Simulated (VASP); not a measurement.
Input of a VASP 6.6.1 run:

File INCAR:

```
PREC     = Accurate       # precision mode
ENCUT    = 520            # plane-wave cutoff, eV
EDIFF    = 1E-6           # SCF threshold, eV
ISMEAR   = 0              # smearing method
SIGMA    = 0.15           # smearing width, eV
LREAL    = F              # projectors in reciprocal space
LASPH    = T              # aspherical terms in the spheres
NELM     = 100            # most SCF steps
ALGO     = Normal         # electronic algorithm
ISIF     = 2              # what is computed and relaxed
LWAVE    = F              # write WAVECAR
LCHARG   = F              # write CHGCAR
GGA      = PS             # functional
NBANDS   = 16             # bands
```

The input KPOINTS:

```
Automatic mesh
0
Gamma
  18 18 12
```

Contents of POSCAR:

```
ZrB2
1.0
    3.0916507681      0.0000000000      0.0000000000
   -1.5458253841      2.6774481048      0.0000000000
    0.0000000000      0.0000000000      3.6515487223
Zr B
1 2
Direct
    0.0000000000      0.0000000000      0.0000000000
    0.3333333333      0.6666666667      0.5000000000
    0.6666666667      0.3333333333      0.5000000000
```

Potentials or basis: VASP PAW PBE potentials, release 64 (Zr_sv, B).

Command:

```bash
$ cat potpaw_PBE.64/Zr_sv/POTCAR potpaw_PBE.64/B/POTCAR > POTCAR
$ mpirun -np 1 vasp_std > vasp.out
```

Q: Estimate the band gap on the k mesh.

A: Zero (bands 9 and 10 overlap by 1.49 eV).

Q: Predict the pressure.

A: 1.5 GPa.

Stress tensor (GPa, compression positive):
```
  8.60   0.00   0.00
  0.00   8.60   0.00
  0.00   0.00 -12.67
```

Caveat: the PAW data sets were made with another functional, which shifts forces and pressure a little.
